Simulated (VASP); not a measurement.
# Ba in VASP: further runs, part 2 of 2

VASP 6.6.1.

### 4 Relaxation of cell and atoms, PBE

File INCAR:

```
SYSTEM = Ba
PREC = Accurate
ENCUT = 600
EDIFF = 1E-7
ISMEAR = 0
SIGMA = 0.1
LREAL = .False.
LASPH = .True.
NELM = 100
ALGO = Normal
ISIF = 3
LWAVE = .False.
LCHARG = .False.
GGA = PE
IBRION = 2
NSW = 90
EDIFFG = -0.04
```

File KPOINTS:

```
Automatic mesh
0
Gamma
  6 6 6
  0 0 0
```

File POSCAR:

```
Ba
1.0
    2.6284898969     -3.4527274013      0.0000000000
    2.6284898969      3.4527274013      0.0000000000
   -2.5751106284      0.0000000000      3.5554119716
Ba
1
Direct
    0.0000000000      0.0000000000      0.0000000000
```

Potentials or basis: VASP PAW PBE potentials, release 64 (Ba_sv).

The run is started by

```console
$ cat potpaw_PBE.64/Ba_sv/POTCAR > POTCAR
$ mpirun -np 1 vasp_std > vasp.out
```

OUTCAR:

```text
SYSTEM = Ba
   PREC = Accurate
   ENCUT = 600
   EDIFF = 1E-7
   ISMEAR = 0
   LREAL = .False.
   LASPH = .True.
   NELM = 100
   ISIF = 3
   GGA = PE
   IBRION = 2
   NSW = 90
   EDIFFG = -0.04

 ion  position               nearest neighbor table
   1  0.000  0.000  0.000-

  LATTYP: Found a base centered monoclinic cell.
 ALAT       =     5.2569797938
 B/A-ratio  =     1.3135783422
 C/A-ratio  =     0.8350813123
 COS(beta)  =    -0.5865848183

  Lattice vectors:

 A1 = (   2.6284898969,  -3.4527274013,   0.0000000000)
 A2 = (   2.6284898969,   3.4527274013,   0.0000000000)
 A3 = (  -2.5751106284,   0.0000000000,   3.5554119716)

Analysis of symmetry for initial positions (statically):
=====================================================================
 Subroutine PRICEL returns:
 Original cell was already a primitive cell.

 Routine SETGRP: Setting up the symmetry group for a
 base centered monoclinic supercell.

 Subroutine GETGRP returns: Found  4 space group operations
 (whereof  4 operations were pure point group operations)
 out of a pool of  4 trial point group operations.

The static configuration has the point symmetry C_2h.

Analysis of symmetry for dynamics (positions and initial velocities):
=====================================================================
 Subroutine PRICEL returns:
 Original cell was already a primitive cell.

 Routine SETGRP: Setting up the symmetry group for a
 base centered monoclinic supercell.

 Subroutine GETGRP returns: Found  4 space group operations
 (whereof  4 operations were pure point group operations)
 out of a pool of  4 trial point group operations.

The dynamic configuration has the point symmetry C_2h.

 Subroutine INISYM returns: Found  4 space group operations
 (whereof  4 operations are pure point group operations),
 and found     1 'primitive' translations

----------------------------------------------------------------------------------------
[... 130 lines left out ...]

--------------------------------------- Ionic step        1  -------------------------------------------

 number of electron      10.0000000 magnetization

 Free energy of the ion-electron system (eV)
  ---------------------------------------------------
  ext. energy  EPLUGINS =         0.00000000
  ---------------------------------------------------
  free energy    TOTEN  =        -1.90062265 eV

  energy without entropy =       -1.89222336  energy(sigma->0) =       -1.89642301

------------------------ aborting loop because EDIFF is reached ----------------------------------------

  FORCE on cell =-STRESS in cart. coord.  units (eV):
  Direction    XX          YY          ZZ          XY          YZ          ZX
  --------------------------------------------------------------------------------------
  -------------------------------------------------------------------------------------
  Total       -0.0737256      0.1142163     -0.0808834      0.0000000      0.0000000     -0.0567290
  in kB       -1.8303761      2.8356334     -2.0080824      0.0000000      0.0000000     -1.4084048
  external PRESSURE =      -0.3342750 kB  Pullay stress =       0.0000000 kB
[... 232 lines left out ...]
--------------------------------------- Ionic step        8  -------------------------------------------

 number of electron      10.0000000 magnetization

 Free energy of the ion-electron system (eV)
  ---------------------------------------------------
  ext. energy  EPLUGINS =         0.00000000
  ---------------------------------------------------
  free energy    TOTEN  =        -1.90445037 eV

  energy without entropy =       -1.89653822  energy(sigma->0) =       -1.90049430

 E-fermi :   1.5961     XC(G=0):  -7.3340

 val. band max:        1.4848672289   @ k =  -0.3333   0.1667   0.5000
 cond. band min:       1.6086297809   @ k =   0.3333   0.3333   0.1667
 fundamental gap:      0.1237625520
 Fermi energy:         1.5960614413

 k-point     1 :       0.0000    0.0000    0.0000
  band No.  band energies     occupation
      1     -27.3634      2.00000
      2     -12.3264      2.00000
      3     -12.3262      2.00000
      4     -12.3248      2.00000
      5      -1.1703      2.00000
      6       3.3553      0.00000
      7       3.3731      0.00000
      8       3.3832      0.00000
      9       4.7243      0.00000
[... 265 lines left out ...]
 k-point    24 :      -0.1667    0.1667    0.1667
  band No.  band energies     occupation
      1     -27.3447      2.00000
      2     -12.4618      2.00000
      3     -12.3979      2.00000
      4     -12.3969      2.00000
      5      -0.2389      2.00000
      6       3.2266      0.00000
      7       3.2347      0.00000
      8       3.2471      0.00000
      9       3.8659      0.00000

 [... further k-points ...]

------------------------ aborting loop because EDIFF is reached ----------------------------------------

  FORCE on cell =-STRESS in cart. coord.  units (eV):
  Direction    XX          YY          ZZ          XY          YZ          ZX
  --------------------------------------------------------------------------------------
  -------------------------------------------------------------------------------------
  Total       -0.0112745     -0.0149218      0.0036259      0.0000000      0.0000000     -0.0053655
  in kB       -0.2799395     -0.3705014      0.0900282      0.0000000      0.0000000     -0.1332213
  external PRESSURE =      -0.1868042 kB  Pullay stress =       0.0000000 kB
[... 16 lines left out ...]
  FREE ENERGIE OF THE ION-ELECTRON SYSTEM (eV)
  ---------------------------------------------------
  free  energy   TOTEN  =        -1.9044503699 eV

  energy  without entropy=       -1.8965382206  energy(sigma->0) =       -1.90049430

 reached required accuracy - stopping structural energy minimisation
```

OSZICAR:

```text
N       E                     dE             d eps       ncg     rms          rms(c)
DAV:   1     0.622339673201E+02    0.62234E+02   -0.46004E+03  1224   0.102E+03
DAV:   2     0.704155974040E+00   -0.61530E+02   -0.60706E+02  1497   0.155E+02
DAV:   3    -0.184422488720E+01   -0.25484E+01   -0.25312E+01  1561   0.380E+01
[... 71 lines left out ...]
DAV:   4    -0.190442545026E+01   -0.15865E-04   -0.14865E-04  1512   0.882E-02    0.291E-02
DAV:   5    -0.190444764988E+01   -0.22200E-04   -0.25152E-05  1697   0.437E-02    0.755E-03
DAV:   6    -0.190445119796E+01   -0.35481E-05   -0.20140E-06  1788   0.141E-02    0.382E-03
DAV:   7    -0.190445044332E+01    0.75463E-06   -0.56089E-07  1340   0.557E-03    0.421E-04
DAV:   8    -0.190445036991E+01    0.73418E-07   -0.13674E-08   715   0.942E-04
   8 F= -.19044504E+01 E0= -.19004943E+01  d E =-.256812E-03
```

CONTCAR:

```text
Ba
   1.00000000000000
     2.5318097333498915   -3.5739136233737230   -0.0172831933486163
     2.5318097333498915    3.5739136233737230   -0.0172831933486163
    -2.5025110929784868    0.0000000000000000    3.5827293268478555
  Ba
     1
Direct
     0.0000000000000000    0.0000000000000000    0.0000000000000000

  0.00000000E+00  0.00000000E+00  0.00000000E+00
```

Run time: 82 s. Hardware: 1 thread of Intel Xeon 6975P-C (Granite Rapids), shared host; peak memory 0.23 GiB.

Results:

```
Free energy                            : -1.9045 eV
Relaxed volume                         : 64.53 Å³/atom
Relaxed cell                           : a = 4.380 Å, b = 4.380 Å, c = 4.370 Å, α = 109.53°, β = 109.53°, γ = 109.37°
Space group after relaxing (to 0.05 Å) : Im-3m (No. 229)
Energy gained by relaxing              : 3.8 meV/atom
Ionic steps                            : 8
Pressure after relaxing                : 0.0 GPa
Band gap on the k mesh                 : zero (band 5 reaches 1.67 eV, above the bottom of band 6 at 1.06 eV)
```

Step by step:
| step | energy change (eV) | largest force (eV/Å) | pressure (GPa) | volume (Å³) |
| --- | --- | --- | --- | --- |
| 1 | 0.0000 | 0.0000 | -0.03 | 64.53 |
| 2 | -0.0013 | 0.0000 | -0.01 | 64.41 |
| 3 | -0.0026 | 0.0000 | 0.03 | 64.11 |
| 4 | -0.0027 | 0.0000 | 0.03 | 64.08 |
| 5 | -0.0030 | 0.0000 | 0.02 | 64.24 |
| 6 | -0.0035 | 0.0000 | -0.05 | 64.72 |
| 7 | -0.0036 | 0.0000 | -0.07 | 64.90 |
| 8 | -0.0038 | 0.0000 | -0.02 | 64.53 |

Final structure:
```
Ba
1.0
     2.53181   -3.57391   -0.01728
     2.53181    3.57391   -0.01728
    -2.50251    0.00000    3.58273
Ba
1
Direct
  0.00000 0.00000 0.00000
```

Caveat: spin-orbit coupling is left out, which moves the levels of the heavy elements.

### 5 Overview

```csv
task,cell,k mesh,cutoff (eV),gap on the mesh (eV),pressure (GPa)
single point,"a = 4.339, b = 4.339, c = 4.390 Å, angles 110.8, 110.8, 105.4°, 1 atom",6 × 6 × 6,520,none,0.0
single point,"a = 4.453, b = 6.905, c = 7.195 Å, angles 61.1, 92.2, 89.7°, 3 atoms",4 × 2 × 4,520,none,0.0
relaxation of cell and atoms,"relaxed from a = 4.339, b = 4.339, c = 4.390 Å, angles 110.8, 110.8, 105.4°, 1 atom",6 × 6 × 6,600,none,0.0
```

Alike in all rows: level PBE; potentials or basis VASP PAW PBE potentials, release 64 (Ba_sv); no spin polarisation; smearing gaussian 0.1 eV.

Caveats: some runs use coarse meshes; spin-orbit coupling is left out, which moves the levels of the heavy elements.

Absolute energies hang on the potentials; compare differences alone.
